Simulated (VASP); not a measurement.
A run of VASP 6.6.1 is set up as follows.

File INCAR:

```
ALGO = Normal ; EDIFF = 1E-6
ENCUT = 520 ; GGA = PS
ISIF = 2 ; ISMEAR = 0
LASPH = T ; LCHARG = F
LREAL = F ; LWAVE = F
NBANDS = 14 ; NELM = 80
PREC = Accurate ; SIGMA = 0.02
```

The input KPOINTS:

```
k-points
0
Gamma
  6 6 6
```

POSCAR

```
NaCl
1.0
    3.7652394909      0.0000000000      0.0000000000
    0.0000000000      3.5551080909      0.0000000000
    0.0000000000      0.0000000000      3.5551080909
Na Cl
1 1
Direct
    0.0000000000      0.0000000000      0.0000000000
    0.5000000000      0.5000000000      0.5000000000
```

Potentials or basis: VASP PAW PBE potentials, release 64 (Na_pv, Cl).

Launch:

```sh
$ cat potpaw_PBE.64/Na_pv/POTCAR potpaw_PBE.64/Cl/POTCAR > POTCAR
$ mpirun -np 1 vasp_std > vasp.out
```

(1) Estimate the band gap on the k mesh.

(2) What does it give for the pressure?

Answers

(1) 3.39 eV, indirect (least direct gap 3.78 eV).

(2) -3.0 GPa.

Caveat: the cell differs from its parent crystal (strained); the PAW data sets were made with another functional, which shifts forces and pressure a little.
